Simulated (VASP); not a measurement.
Input of a VASP 6.6.1 run:

The input INCAR:

```
SYSTEM = HfO2
ALGO = Normal
EDIFF = 1E-7
ENCUT = 520
GGA = PE
ISIF = 2
ISMEAR = 0
LASPH = .TRUE.
LCHARG = .FALSE.
LREAL = .FALSE.
LWAVE = .FALSE.
NBANDS = 31
NELM = 100
PREC = Accurate
SIGMA = 0.05
```

Contents of KPOINTS:

```
k-points
0
G
  6 6 4
  0 0 0
```

File POSCAR:

```
HfO2
1.0
    3.6043047991      0.0000000000      0.0000000000
    0.0000000000      3.6043047991      0.0000000000
    0.0000000000      0.0000000000      5.2639673039
Hf O
2 4
Direct
    0.5000000000      0.4924369097      0.5000000000
    0.0000000000     -0.0075630903      0.0000000000
    0.0000000000      0.5832338042      0.6932520932
    0.5000000000      0.0832338042      0.8067479068
    0.5000000000      0.0011415227      0.3067479068
    0.0000000000      0.5011415227      0.1932520932
```

Potentials or basis: VASP PAW PBE potentials, release 64 (Hf_pv, O).

Launch:

```sh
$ cat potpaw_PBE.64/Hf_pv/POTCAR potpaw_PBE.64/O/POTCAR > POTCAR
$ mpirun -np 1 vasp_std > vasp.out
```

Problem. Estimate the band gap on the k mesh.

Solution. 4.37 eV, indirect (least direct gap 4.60 eV).

Problem. Estimate the largest force.

Solution. 0.575 eV/Å.

Stress tensor (GPa, compression positive):
```
-5.06  0.00  0.00
 0.00  1.17  0.00
 0.00  0.00 -3.66
```

Caveat: spin-orbit coupling is left out, which moves the levels of the heavy elements. A k mesh can miss the band edges.
